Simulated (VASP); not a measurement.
# ZrN in VASP: notebook, part 2 of 2

VASP 6.6.1. Earlier steps stand in the parts before.

### 3 Electric field gradients, PBEsol (zz strain of +1 %)

File INCAR:

```
SYSTEM = ZrN
  ALGO = Normal
  EDIFF = 1E-8
  ENCUT = 520
  GGA = PS
  GGA_COMPAT = .FALSE.
  ISIF = 2
  ISMEAR = -1
  LASPH = .TRUE.
  LCHARG = .FALSE.
  LEFG = .TRUE.
  LREAL = .FALSE.
  LWAVE = .FALSE.
  NBANDS = 16
  NELM = 120
  PREC = Accurate
  SIGMA = 0.01
```

File KPOINTS:

```
k-points
0
G
  9 9 9
  0 0 0
```

File POSCAR:

```
ZrN
1.0
    0.0000000000      2.2842300000      2.3070723000
    2.2842300000      0.0000000000      2.3070723000
    2.2842300000      2.2842300000      0.0000000000
Zr N
1 1
Direct
    0.0000000000      0.0000000000      0.0000000000
    0.5000000000      0.5000000000      0.5000000000
```

Potentials or basis: VASP PAW PBE potentials, release 64 (Zr_sv, N).

Run with:

```sh
cat potpaw_PBE.64/Zr_sv/POTCAR potpaw_PBE.64/N/POTCAR > POTCAR
mpirun -np 1 vasp_std > vasp.out
```

OUTCAR:

```text
SYSTEM = ZrN
   EDIFF = 1E-8
   ENCUT = 520
   GGA = PS
   ISIF = 2
   ISMEAR = -1
   LASPH = .TRUE.
   LREAL = .FALSE.
   NELM = 120
   PREC = Accurate

 ion  position               nearest neighbor table
   1  0.000  0.000  0.000-   2 2.28   2 2.28   2 2.28   2 2.28   2 2.31   2 2.31
   2  0.500  0.500  0.500-   1 2.28   1 2.28   1 2.28   1 2.28   1 2.31   1 2.31

  LATTYP: Found a body centered tetragonal cell.
 ALAT       =     3.2303890456
 C/A-ratio  =     1.4283556980

  Lattice vectors:

 A1 = (  -2.2842300000,   0.0000000000,   2.3070723000)
 A2 = (   2.2842300000,   0.0000000000,   2.3070723000)
 A3 = (   0.0000000000,   2.2842300000,  -2.3070723000)

Analysis of symmetry for initial positions (statically):
=====================================================================
 Subroutine PRICEL returns:
 Original cell was already a primitive cell.

 Routine SETGRP: Setting up the symmetry group for a
 body centered tetragonal supercell.

 Subroutine GETGRP returns: Found 16 space group operations
 (whereof 16 operations were pure point group operations)
 out of a pool of 16 trial point group operations.

The static configuration has the point symmetry D_4h.

Analysis of symmetry for dynamics (positions and initial velocities):
=====================================================================
 Subroutine PRICEL returns:
 Original cell was already a primitive cell.

 Routine SETGRP: Setting up the symmetry group for a
 body centered tetragonal supercell.

 Subroutine GETGRP returns: Found 16 space group operations
 (whereof 16 operations were pure point group operations)
 out of a pool of 16 trial point group operations.

The dynamic configuration has the point symmetry D_4h.

 Subroutine INISYM returns: Found 16 space group operations
 (whereof 16 operations are pure point group operations),
 and found     1 'primitive' translations

----------------------------------------------------------------------------------------

                                     Primitive cell

  volume of cell :      24.0753

  direct lattice vectors                    reciprocal lattice vectors
     0.000000000  2.284230000  2.307072300    -0.218892143  0.218892143  0.216724894
     2.284230000  0.000000000  2.307072300     0.218892143 -0.218892143  0.216724894
     2.284230000  2.284230000  0.000000000     0.218892143  0.218892143 -0.216724894

  length of vectors
     3.246581170  3.246581170  3.230389046     0.377885195  0.377885195  0.377885195

  position of ions in fractional coordinates (direct lattice)
     0.000000000  0.000000000  0.000000000
     0.500000000  0.500000000  0.500000000

  ion indices of the primitive-cell ions
   primitive index   ion index
                 1           1
                 2           2

----------------------------------------------------------------------------------------

 KPOINTS: k-points

Automatic generation of k-mesh.
 Grid dimensions read from file:
 generate k-points for:    9    9    9

 Generating k-lattice:

[... 63 lines left out ...]
   EDIFFG = 0.1E-06   stopping-criterion for IOM
   NSW    =      0    number of steps for IOM
   IBRION =     -1    ionic relax: 0-MD 1-quasi-New 2-CG
   NFREE  =      0    steps in history (QN), initial steepest desc. (CG)
   ISIF   =      2    stress and relaxation
   ISYM   =      2    0-nonsym 1-usesym 2-fastsym
   POTIM  = 0.5000    time-step for ionic-motion
   TEBEG  =    0.0;   TEEND  =   0.0 temperature during run
   PSTRESS=    0.0 pullay stress
   NELECT =      17.0000    total number of electrons
   NUPDOWN=      -1.0000    fix difference up-down
   EMIN   =  10.00;   EMAX   =-10.00  energy-range for DOS
   EFERMI =   0.00;   METHOD = LEGACY
   ISMEAR =    -1;   SIGMA  =   0.01  broadening in eV -4-tet -1-fermi 0-gaus
   EFERMI_NEDOS =   21; number of points for ismear=-14 and -15
   IALGO  =     38    algorithm
   IMIX   =      4    mixing-type and parameters
     AMIX     =   0.40;   BMIX     =  1.00
     AMIX_MAG =   1.60;   BMIX_MAG =  1.00
  volume/ion in A,a.u.               =      12.04        81.23
  Fermi-wavevector in a.u.,A,eV,Ry     =   1.457810  2.754861 28.915228  2.125209
  Thomas-Fermi vector in A             =   2.574568
   LORBIT       =      0    0 simple, 1 ext, 2 COOP (PROOUT), +10 PAW based schemes
   GGA     = PS    functional components
   LHFCALC =     F    Hartree Fock is set to
   AEXX    =    0.0000 exact exchange contribution
   IVDW    =     0    specifies the selected vdW correction
   LEPSILON=     F    determine dielectric tensor
   LRPA    =     F    only Hartree local field effects (RPA)
 non-spin polarized calculation
  energy-cutoff  :      520.00
  volume of cell :       24.08
 maximum number of plane-waves:       658
   NGX = 13   NGY = 13   NGZ = 13

 number of electron      16.9999998 magnetization

 Free energy of the ion-electron system (eV)
  ---------------------------------------------------
  ext. energy  EPLUGINS =         0.00000000
  ---------------------------------------------------
  free energy    TOTEN  =       -21.54693077 eV

  energy without entropy =      -21.54651113  energy(sigma->0) =      -21.54672095

 E-fermi :  11.7959     XC(G=0): -12.6843

 val. band max:       11.7936953048   @ k =   0.1111   0.0000   0.0000
 cond. band min:      11.8238282013   @ k =  -0.2222   0.2222   0.1111
 fundamental gap:      0.0301328965
 Fermi energy:        11.7958750220

 k-point     1 :       0.0000    0.0000    0.0000
  band No.  band energies     occupation
      1     -37.6169      2.00000
      2     -15.2674      2.00000
      3     -15.2641      2.00000
      4     -15.2641      2.00000
      5      -4.3806      2.00000
      6       9.1596      2.00000
[... 433 lines left out ...]
      3     -15.6065      2.00000
      4     -15.6065      2.00000
      5      -3.7889      2.00000
      6       7.0142      2.00000
[... 8 lines left out ...]
     15      22.2126      0.00000
     16      27.4105      0.00000

 [... further k-points ...]
[... 5 lines left out ...]
  --------------------------------------------------------------------------------------
  -------------------------------------------------------------------------------------
  Total       -0.5993970     -0.5993970     -1.0148063      0.0000000      0.0000000     -0.0000000
  in kB      -39.8891048    -39.8891048    -67.5340609      0.0000000      0.0000000     -0.0000000
  external PRESSURE =     -49.1040901 kB  Pullay stress =       0.0000000 kB

 VOLUME and BASIS-vectors are now :
 -----------------------------------------------------------------------------
  energy-cutoff  :      520.00
  volume of cell :       24.08
      direct lattice vectors                 reciprocal lattice vectors
     0.000000000  2.284230000  2.307072300    -0.218892143  0.218892143  0.216724894
     2.284230000  0.000000000  2.307072300     0.218892143 -0.218892143  0.216724894
     2.284230000  2.284230000  0.000000000     0.218892143  0.218892143 -0.216724894

 POSITION                                       TOTAL-FORCE (eV/Angst)
 -----------------------------------------------------------------------------------
      0.00000      0.00000      0.00000        -0.000000      0.000000      0.000000
      2.28423      2.28423      2.30707         0.000000     -0.000000     -0.000000
 -----------------------------------------------------------------------------------
    total drift:                                0.000000     -0.000000     -0.000000

  FREE ENERGIE OF THE ION-ELECTRON SYSTEM (eV)
  ---------------------------------------------------
  free  energy   TOTEN  =       -21.5469307680 eV

  energy  without entropy=      -21.5465111288  energy(sigma->0) =      -21.54672095

 Electric field gradients (V/A^2)
---------------------------------------------------------------------
 ion       V_xx      V_yy      V_zz      V_xy      V_xz      V_yz
---------------------------------------------------------------------
   1      -8.502    -8.502    17.004    -0.000    -0.000    -0.000
   2      -2.011    -2.011     4.021     0.001     0.001     0.001
---------------------------------------------------------------------

 Electric field gradients after diagonalization (V/A^2)
 (convention: |V_zz| > |V_xx| > |V_yy|)
----------------------------------------------------------------------
 ion       V_xx      V_yy      V_zz     asymmetry (V_yy - V_xx)/ V_zz
----------------------------------------------------------------------
   1      -8.502    -8.502    17.004       0.000
   2      -2.012    -2.009     4.021       0.001
----------------------------------------------------------------------

           NMR quadrupolar parameters

 Cq : quadrupolar parameter    Cq=e*Q*V_zz/h
 eta: asymmetry parameters     (V_yy - V_xx)/ V_zz
 Q  : nuclear electric quadrupole moment in mb (millibarn)
----------------------------------------------------------------------
 ion       Cq(MHz)       eta       Q (mb)
----------------------------------------------------------------------
   1       0.041       0.000       1.000
   2       0.010       0.001       1.000
----------------------------------------------------------------------
```

Wall time 9.2 s (1 thread of Intel Xeon 6975P-C (Granite Rapids), shared host); peak memory 0.15 GiB.

Results:

| Property | Result |
| --- | --- |
| Free energy | -21.5469 eV |
| Pressure | -4.9 GPa |
| Band gap on the k mesh | zero (an odd number of electrons rules out a gap without spin polarisation) |
| Largest electric field gradient by atom | Zr +17.0; N +4.0 V/Å² |

Stress tensor (GPa, compression positive):
```
-3.99  0.00  0.00
 0.00 -3.99  0.00
 0.00  0.00 -6.75
```

Levels at points of the mesh, in eV from the Fermi level:
```
           k point  band 5  band 6  band 7  band 8  band 9  band 10  band 11  band 12  band 13  band 14
(0.00, 0.00, 0.00)  -16.18   -2.64   -2.59   -2.59   -0.45    -0.35    -0.35     1.52     1.67     2.92
```

Electric field gradients, principal values (V/Å²):
| atom | least | middle | greatest (by size) |
| --- | --- | --- | --- |
| 1 Zr | -8.502 | -8.502 | 17.004 |
| 2 N | -2.009 | -2.012 | 4.021 |

Caveat: the cell differs from its parent crystal (zz strain of +1 %); the cell stands under tension; without QUAD_EFG the Cq values of the log hold for a quadrupole moment of 1 mb, not for the nuclei; the PAW data sets were made with another functional, which shifts forces and pressure a little.

### 4 Electric field gradients, PBEsol (zz strain of +3 %)

File INCAR:

```
SYSTEM = ZrN
PREC = Accurate ; ENCUT = 520
EDIFF = 1E-8 ; ISMEAR = -1
SIGMA = 0.01 ; LREAL = .False.
LASPH = .True. ; NELM = 120
ALGO = Normal ; ISIF = 2
LWAVE = .False. ; LCHARG = .False.
GGA = PS ; LEFG = .True.
NBANDS = 16 ; GGA_COMPAT = .False.
```

File KPOINTS:

```
regular mesh
0
Gamma
  9 9 9
  0 0 0
```

File POSCAR:

```
ZrN
1.0
    0.0000000000      2.2842300000      2.3527569000
    2.2842300000      0.0000000000      2.3527569000
    2.2842300000      2.2842300000      0.0000000000
Zr N
1 1
Direct
    0.0000000000      0.0000000000      0.0000000000
    0.5000000000      0.5000000000      0.5000000000
```

Potentials or basis: VASP PAW PBE potentials, release 64 (Zr_sv, N).

Run with:

```sh
cat potpaw_PBE.64/Zr_sv/POTCAR potpaw_PBE.64/N/POTCAR > POTCAR
mpirun -np 1 vasp_std > vasp.out
```

OUTCAR:

```text
SYSTEM = ZrN
   PREC = Accurate
   ENCUT = 520
   EDIFF = 1E-8
   ISMEAR = -1
   LREAL = .False.
   LASPH = .True.
   NELM = 120
   ISIF = 2
   GGA = PS

 ion  position               nearest neighbor table
   1  0.000  0.000  0.000-   2 2.28   2 2.28   2 2.28   2 2.28   2 2.35   2 2.35
   2  0.500  0.500  0.500-   1 2.28   1 2.28   1 2.28   1 2.28   1 2.35   1 2.35

  LATTYP: Found a body centered tetragonal cell.
 ALAT       =     3.2303890456
 C/A-ratio  =     1.4566399692

  Lattice vectors:

[... 669 lines left out ...]
  ---------------------------------------------------
  free  energy   TOTEN  =       -21.5125964027 eV

  energy  without entropy=      -21.5121844358  energy(sigma->0) =      -21.51239042

 Electric field gradients (V/A^2)
---------------------------------------------------------------------
 ion       V_xx      V_yy      V_zz      V_xy      V_xz      V_yz
---------------------------------------------------------------------
   1     -25.412   -25.412    50.823    -0.000    -0.000    -0.000
   2      -5.108    -5.108    10.217     0.002     0.001     0.001
---------------------------------------------------------------------

 Electric field gradients after diagonalization (V/A^2)
 (convention: |V_zz| > |V_xx| > |V_yy|)
----------------------------------------------------------------------
 ion       V_xx      V_yy      V_zz     asymmetry (V_yy - V_xx)/ V_zz
----------------------------------------------------------------------
   1     -25.412   -25.412    50.823       0.000
   2      -5.110    -5.107    10.217       0.000
----------------------------------------------------------------------

           NMR quadrupolar parameters

 Cq : quadrupolar parameter    Cq=e*Q*V_zz/h
 eta: asymmetry parameters     (V_yy - V_xx)/ V_zz
 Q  : nuclear electric quadrupole moment in mb (millibarn)
----------------------------------------------------------------------
 ion       Cq(MHz)       eta       Q (mb)
----------------------------------------------------------------------
   1       0.123       0.000       1.000
   2       0.025       0.000       1.000
----------------------------------------------------------------------
```

stdout:

```text
POSCAR found type information on POSCAR ZrN
 POSCAR found :  2 types and       2 ions
 scaLAPACK will be used
 -----------------------------------------------------------------------------
|                                                                             |
|                                                                             |
|     You enforced a specific xc type in the INCAR file but a different       |
|     I HOPE YOU KNOW WHAT YOU ARE DOING!                                     |
|                                                                             |
 -----------------------------------------------------------------------------

 LDA part: xc-table for (Slater+PW92), standard interpolation
 POSCAR, INCAR and KPOINTS ok, starting setup
 FFT: planning ... GRIDC
 FFT: planning ... GRID_SOFT
 FFT: planning ... GRID
 WAVECAR not read
 entering main loop
ion   1

ion   2
```

Wall time 9.2 s (1 thread of Intel Xeon 6975P-C (Granite Rapids), shared host); peak memory 0.15 GiB.

Results:

| Quantity | Value |
| --- | --- |
| Free energy | -21.5126 eV |
| Pressure | -9.2 GPa |
| Band gap on the k mesh | zero (an odd number of electrons rules out a gap without spin polarisation) |
| Largest electric field gradient by atom | Zr +50.8; N +10.2 V/Å² |

Stress tensor (GPa, compression positive):
```
 -5.68   0.00   0.00
  0.00  -5.68   0.00
  0.00   0.00 -16.11
```

Levels at points of the mesh, in eV from the Fermi level:
| k point | band 7 | band 8 | band 9 | band 10 | band 11 | band 12 |
| --- | --- | --- | --- | --- | --- | --- |
| (0.00, 0.00, 0.00) | -2.57 | -2.57 | -0.61 | -0.31 | -0.31 | 1.19 |

Electric field gradients, principal values (V/Å²):
```csv
atom,least,middle,greatest (by size)
1 Zr,-25.412,-25.412,50.823
2 N,-5.107,-5.110,10.217
```

Caveat: the cell differs from its parent crystal (zz strain of +3 %); the cell stands under tension; without QUAD_EFG the Cq values of the log hold for a quadrupole moment of 1 mb, not for the nuclei; the PAW data sets were made with another functional, which shifts forces and pressure a little.

### 5 The runs side by side

```csv
cell,gap on the mesh (eV),pressure (GPa)
"a = 3.273 Å, angles 60.0°, 2 atoms",none,-11.7
"a = 3.247, b = 3.247, c = 3.230 Å, angles 60.2, 60.2, 59.7°, 2 atoms",none,-4.9
"a = 3.279, b = 3.279, c = 3.230 Å, angles 60.5, 60.5, 59.0°, 2 atoms",none,-9.2
```

Alike in all rows: task electric field gradients; level PBEsol; potentials or basis VASP PAW PBE potentials, release 64 (Zr_sv, N); no spin polarisation; k mesh 9 × 9 × 9; cutoff (eV) 520; smearing fermi-dirac 0.01 eV.

Caveats: the cell stands under tension; the PAW data sets were made with another functional, which shifts forces and pressure a little.

Total energies depend on the potentials used, so only differences within one code and one set of settings carry meaning.
